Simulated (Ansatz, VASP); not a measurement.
# Se in VASP and in Ansatz

```
Se
1.0
     4.11828    0.00000    0.00000
    -2.05914    3.56654    0.00000
     0.00000    0.00000    5.40401
Se
3
Direct
  0.24735 0.00000 0.33333
  0.00000 0.24735 0.66667
  0.75265 0.75265 0.00000
```

Alike in both runs: task single point; functional PBE; dispersion D3(BJ); k mesh 12 × 12 × 8; occupations gaussian, width 0.05 eV; no spin polarisation.

|  | VASP | Ansatz |
| --- | --- | --- |
| version | VASP 6.6.1 | Ansatz 0.2.0 |
| potentials or method | VASP PAW PBE potentials, release 64 (Se), cutoff 520 eV | scalar-relativistic, plane waves, PAW |
| valence electrons in the cell | 18 | 48 |

Ansatz gave:

- gap on the k mesh at the Fermi level (eV): 0.25
- least direct gap on the mesh (eV): 0.25
- pressure (GPa): -4.9
- traceless stress, the component that is largest in VASP (GPa): -2.59
- rms of the force components (eV/Å): 0.285

Problem. Which values does VASP return?

Solution. gap on the k mesh at the Fermi level (eV): 0.24; least direct gap on the mesh (eV): 0.24; pressure (GPa): -4.8; traceless stress, the component that is largest in VASP (GPa): -2.57; rms of the force components (eV/Å): 0.279.

Atom by atom the forces differ by 0.006 eV/Å (rms over components). VASP's potentials hold 18 valence electrons a cell and Ansatz's 48, so a difference there can come from the potentials and not from the codes.
